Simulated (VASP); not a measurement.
# Al (Fm-3m) in VASP: notebook

The runs below take Al through single point, with PBEsol.

All numbers are computed with VASP 6.6.1; they aren't measurements. Logs are shortened: lines on timing, memory, paths and dates and some standing lists are left out, and cuts for length are marked.

### 1 The cell of the first run

It takes space group Fm-3m (No. 225, cubic). Conventional cell: a = 4.015 Å, b = 4.015 Å, c = 4.015 Å, α = 90.00°, β = 90.00°, γ = 90.00°. Within 3.7 Å of Al (site symmetry m-3m) lie 12 Al at 2.84 Å.

### 2 Single point, PBEsol

INCAR reads:

```
PREC = Accurate ; ENCUT = 520
EDIFF = 1E-6 ; ISMEAR = -1
SIGMA = 0.1 ; LREAL = False
LASPH = True ; NELM = 60
ALGO = Normal ; ISIF = 2
LWAVE = False ; LCHARG = False
GGA = PS ; NBANDS = 8
```

KPOINTS reads:

```
regular mesh
0
Gamma
  16 16 16
```

POSCAR reads:

```
Al
1.0
    0.0000000000      2.0073479706      2.0073479706
    2.0073479706      0.0000000000      2.0073479706
    2.0073479706      2.0073479706      0.0000000000
Al
1
Direct
    0.0000000000      0.0000000000      0.0000000000
```

Potentials or basis: VASP PAW PBE potentials, release 64 (Al).

Run with:

```bash
$ cat potpaw_PBE.64/Al/POTCAR > POTCAR
$ mpirun -np 1 vasp_std > vasp.out
```

OUTCAR:

```text
PREC = Accurate
   ENCUT = 520
   EDIFF = 1E-6
   ISMEAR = -1
   LREAL = False
   LASPH = True
   NELM = 60
   ISIF = 2
   GGA = PS

 ion  position               nearest neighbor table
   1  0.000  0.000  0.000-

  LATTYP: Found a face centered cubic cell.
 ALAT       =     4.0146959412

  Lattice vectors:

 A1 = (   0.0000000000,   2.0073479706,   2.0073479706)
 A2 = (   2.0073479706,   0.0000000000,   2.0073479706)
 A3 = (   2.0073479706,   2.0073479706,   0.0000000000)

Analysis of symmetry for initial positions (statically):
=====================================================================
 Subroutine PRICEL returns:
 Original cell was already a primitive cell.

 Routine SETGRP: Setting up the symmetry group for a
 face centered cubic supercell.

 Subroutine GETGRP returns: Found 48 space group operations
 (whereof 48 operations were pure point group operations)
 out of a pool of 48 trial point group operations.

The static configuration has the point symmetry O_h .

Analysis of symmetry for dynamics (positions and initial velocities):
=====================================================================
 Subroutine PRICEL returns:
 Original cell was already a primitive cell.

 Routine SETGRP: Setting up the symmetry group for a
 face centered cubic supercell.

 Subroutine GETGRP returns: Found 48 space group operations
 (whereof 48 operations were pure point group operations)
 out of a pool of 48 trial point group operations.

The dynamic configuration has the point symmetry O_h .

 Subroutine INISYM returns: Found 48 space group operations
 (whereof 48 operations are pure point group operations),
 and found     1 'primitive' translations

----------------------------------------------------------------------------------------

                                     Primitive cell

  volume of cell :      16.1770

  direct lattice vectors                    reciprocal lattice vectors
     0.000000000  2.007347971  2.007347971    -0.249084866  0.249084866  0.249084866
     2.007347971  0.000000000  2.007347971     0.249084866 -0.249084866  0.249084866
     2.007347971  2.007347971  0.000000000     0.249084866  0.249084866 -0.249084866

  length of vectors
     2.838818724  2.838818724  2.838818724     0.431427643  0.431427643  0.431427643

[... 77 lines left out ...]
   NELM   =     60;   NELMIN=  2; NELMDL= -5     # of ELM steps
   EDIFF  = 0.1E-05   stopping-criterion for ELM
   LREAL  =      F    real-space projection
   EDIFFG = 0.1E-04   stopping-criterion for IOM
   NSW    =      0    number of steps for IOM
   IBRION =     -1    ionic relax: 0-MD 1-quasi-New 2-CG
   NFREE  =      0    steps in history (QN), initial steepest desc. (CG)
   ISIF   =      2    stress and relaxation
   ISYM   =      2    0-nonsym 1-usesym 2-fastsym
   POTIM  = 0.5000    time-step for ionic-motion
   TEBEG  =    0.0;   TEEND  =   0.0 temperature during run
   PSTRESS=    0.0 pullay stress
   NELECT =       3.0000    total number of electrons
   NUPDOWN=      -1.0000    fix difference up-down
   EMIN   =  10.00;   EMAX   =-10.00  energy-range for DOS
   EFERMI =   0.00;   METHOD = LEGACY
   ISMEAR =    -1;   SIGMA  =   0.10  broadening in eV -4-tet -1-fermi 0-gaus
   EFERMI_NEDOS =   21; number of points for ismear=-14 and -15
   IALGO  =     38    algorithm
   IMIX   =      4    mixing-type and parameters
     AMIX     =   0.40;   BMIX     =  1.00
     AMIX_MAG =   1.60;   BMIX_MAG =  1.00
  volume/ion in A,a.u.               =      16.18       109.17
  Fermi-wavevector in a.u.,A,eV,Ry     =   0.933575  1.764201 11.858327  0.871562
  Thomas-Fermi vector in A             =   2.060291
   LORBIT       =      0    0 simple, 1 ext, 2 COOP (PROOUT), +10 PAW based schemes
   GGA     = PS    functional components
   LHFCALC =     F    Hartree Fock is set to
   AEXX    =    0.0000 exact exchange contribution
   IVDW    =     0    specifies the selected vdW correction
   LEPSILON=     F    determine dielectric tensor
   LRPA    =     F    only Hartree local field effects (RPA)
 non-spin polarized calculation
  energy-cutoff  :      520.00
  volume of cell :       16.18
 maximum number of plane-waves:       448
 NGX is ok and might be reduce to    24
   NGX = 11   NGY = 11   NGZ = 11

 number of electron       3.0000000 magnetization

 Free energy of the ion-electron system (eV)
  ---------------------------------------------------
  ext. energy  EPLUGINS =         0.00000000
  ---------------------------------------------------
  free energy    TOTEN  =        -4.10279005 eV

  energy without entropy =       -4.09173738  energy(sigma->0) =       -4.09726372

 E-fermi :   8.1879     XC(G=0): -10.3292

 val. band max:        8.1524540473   @ k =  -0.2500   0.3125   0.1250
 cond. band min:       8.2750507980   @ k =   0.4375   0.4375   0.0000
 fundamental gap:      0.1225967506
 Fermi energy:         8.1879121621

 k-point     1 :       0.0000    0.0000    0.0000
  band No.  band energies     occupation
      1      -3.1099      2.00000
      2      20.8615      0.00000
      3      20.8615      0.00000
      4      20.8615      0.00000
      5      22.5038      0.00000
      6      22.5038      0.00000
      7      22.5038      0.00000
      8      24.7854      0.00000
[... 243 lines left out ...]
 k-point    24 :      -0.0625    0.0625    0.0000
  band No.  band energies     occupation
      1      -2.8233      2.00000
      2      18.0031      0.00000
      3      18.7789      0.00000
      4      21.1404      0.00000
      5      22.6842      0.00000
      6      23.5102      0.00000
      7      24.1321      0.00000
      8      25.7660      0.00000

 [... further k-points ...]

------------------------ aborting loop because EDIFF is reached ----------------------------------------

  FORCE on cell =-STRESS in cart. coord.  units (eV):
  Direction    XX          YY          ZZ          XY          YZ          ZX
  --------------------------------------------------------------------------------------
  -------------------------------------------------------------------------------------
  Total        0.0105860      0.0105860      0.0105860      0.0000000     -0.0000000      0.0000000
  in kB        1.0484458      1.0484458      1.0484458      0.0000000     -0.0000000      0.0000000
  external PRESSURE =       1.0484458 kB  Pullay stress =       0.0000000 kB

 VOLUME and BASIS-vectors are now :
 -----------------------------------------------------------------------------
  energy-cutoff  :      520.00
  volume of cell :       16.18
      direct lattice vectors                 reciprocal lattice vectors
     0.000000000  2.007347971  2.007347971    -0.249084866  0.249084866  0.249084866
     2.007347971  0.000000000  2.007347971     0.249084866 -0.249084866  0.249084866
     2.007347971  2.007347971  0.000000000     0.249084866  0.249084866 -0.249084866

 POSITION                                       TOTAL-FORCE (eV/Angst)
 -----------------------------------------------------------------------------------
      0.00000      0.00000      0.00000         0.000000      0.000000      0.000000
 -----------------------------------------------------------------------------------
    total drift:                               -0.000000      0.000000     -0.000000

  FREE ENERGIE OF THE ION-ELECTRON SYSTEM (eV)
  ---------------------------------------------------
  free  energy   TOTEN  =        -4.1027900484 eV

  energy  without entropy=       -4.0917373842  energy(sigma->0) =       -4.09726372
```

OSZICAR:

```text
N       E                     dE             d eps       ncg     rms          rms(c)
DAV:   1    -0.265193472061E+01   -0.26519E+01   -0.94080E+02  2328   0.212E+02
DAV:   2    -0.412439897534E+01   -0.14725E+01   -0.14369E+01  3272   0.193E+01
DAV:   3    -0.413155789909E+01   -0.71589E-02   -0.71551E-02  3016   0.149E+00
DAV:   4    -0.413156974587E+01   -0.11847E-04   -0.11847E-04  3576   0.548E-02
DAV:   5    -0.413156977422E+01   -0.28348E-07   -0.27839E-07  2944   0.138E-03    0.143E+00
DAV:   6    -0.411440323761E+01    0.17167E-01   -0.21168E-03  3040   0.192E-01    0.810E-01
DAV:   7    -0.410280663170E+01    0.11597E-01   -0.58062E-03  3048   0.307E-01    0.172E-01
DAV:   8    -0.410279075822E+01    0.15873E-04   -0.20192E-05  3400   0.304E-02    0.112E-02
DAV:   9    -0.410279004836E+01    0.70986E-06   -0.33235E-07  3272   0.265E-03
   1 F= -.41027900E+01 E0= -.40972637E+01  d E =-.110527E-01
```

stdout:

```text
POSCAR found type information on POSCAR Al
 POSCAR found :  1 types and       1 ions
 scaLAPACK will be used
 -----------------------------------------------------------------------------
|                                                                             |
|                                                                             |
|     You enforced a specific xc type in the INCAR file but a different       |
|     I HOPE YOU KNOW WHAT YOU ARE DOING!                                     |
|                                                                             |
 -----------------------------------------------------------------------------

 LDA part: xc-table for (Slater+PW92), standard interpolation
 POSCAR, INCAR and KPOINTS ok, starting setup
 FFT: planning ... GRIDC
 FFT: planning ... GRID_SOFT
 FFT: planning ... GRID
 WAVECAR not read
 entering main loop
```

Run time: 16 s. Hardware: 1 thread of Intel Xeon Platinum 8259CL at 2.50GHz (Skylake/Cascade Lake), shared host; peak memory 0.14 GiB.

Results:

* Free energy: -4.1028 eV
* Pressure: 0.1 GPa

Levels at points of the mesh, in eV from the Fermi level:
| k point | band 1 | band 2 | band 3 | band 4 | band 5 | band 6 |
| --- | --- | --- | --- | --- | --- | --- |
| (0.00, 0.00, 0.00) | -11.30 | 12.67 | 12.67 | 12.67 | 14.32 | 14.32 |
| (0.50, 0.00, 0.00) | -4.70 | -4.43 | 11.50 | 11.50 | 11.58 | 11.58 |
| (0.50, 0.50, 0.00) | -3.00 | -1.64 | 5.23 | 5.65 | 5.65 | 9.21 |

Caveat: the PAW data sets were made with another functional, which shifts forces and pressure a little.

### 3 Single point, PBEsol

INCAR reads:

```
SYSTEM = Al
  PREC = Accurate
  ENCUT = 520
  EDIFF = 1E-7
  ISMEAR = -1
  SIGMA = 0.1
  LREAL = .False.
  LASPH = .True.
  NELM = 100
  ALGO = Normal
  ISIF = 2
  LWAVE = .False.
  LCHARG = .False.
  GGA = PS
  NBANDS = 8
```

KPOINTS reads:

```
Automatic mesh
0
Gamma
  16 16 16
  0 0 0
```

POSCAR is that of step 2.

Potentials or basis: VASP PAW PBE potentials, release 64 (Al).

Run with:

```bash
$ cat potpaw_PBE.64/Al/POTCAR > POTCAR
$ mpirun -np 1 vasp_std > vasp.out
```

Run time: 19 s. Hardware: 1 thread of Intel Xeon Platinum 8259CL at 2.50GHz (Skylake/Cascade Lake), shared host; peak memory 0.13 GiB.

It converged, with:

```
Free energy : -4.1028 eV
Pressure    : 0.1 GPa
```

Levels at points of the mesh, in eV from the Fermi level:
```csv
k point,band 1,band 2,band 3,band 4,band 5
"(0.00, 0.00, 0.00)",-11.30,12.67,12.67,12.67,14.32
"(0.50, 0.00, 0.00)",-4.70,-4.43,11.50,11.50,11.58
"(0.50, 0.50, 0.00)",-3.00,-1.64,5.23,5.65,5.65
```

Caveat: the PAW data sets were made with another functional, which shifts forces and pressure a little.
